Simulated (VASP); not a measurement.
Input of a VASP 6.6.1 run:

Contents of INCAR:

```
PREC = Accurate ; ENCUT = 520
EDIFF = 1E-6 ; ISMEAR = -1
SIGMA = 0.02 ; LREAL = F
LASPH = T ; NELM = 100
ALGO = Normal ; ISIF = 2
LWAVE = F ; LCHARG = T
GGA = PE ; LELF = T
LVHAR = T ; NBANDS = 46
```

The input KPOINTS:

```
Automatic mesh
0
Gamma
  8 5 5
  0.5 0.5 0.5
```

The input POSCAR:

```
GaN
1.0
   -1.6090931213      2.7870310402      0.0000000000
    0.0000000000      0.0000000000      5.2428332618
    4.8272793639      2.7870310402      0.0000000000
Ga N
4 4
Direct
    0.5000000000      0.9996477750      0.1666666670
    0.0000000000      0.9996477750      0.6666666670
    0.0000000000      0.4996477750      0.3333333330
    0.5000000000      0.4996477750      0.8333333330
    0.5000000000      0.3763522250      0.1666666670
    0.0000000000      0.3763522250      0.6666666670
    0.0000000000      0.8763522250      0.3333333330
    0.5000000000      0.8763522250      0.8333333330
```

Potentials or basis: VASP PAW PBE potentials, release 64 (Ga_d, N).

Run with:

```bash
$ cat potpaw_PBE.64/Ga_d/POTCAR potpaw_PBE.64/N/POTCAR > POTCAR
$ mpirun -np 1 vasp_std > vasp.out
```

**Question.** Predict the band gap on the k mesh.

**Answer.** 2.51 eV.

**Question.** Estimate the pressure.

**Answer.** 0.2 GPa.

Caveat: a shifted mesh leaves out Γ, where band edges can lie. A k mesh can miss the band edges.
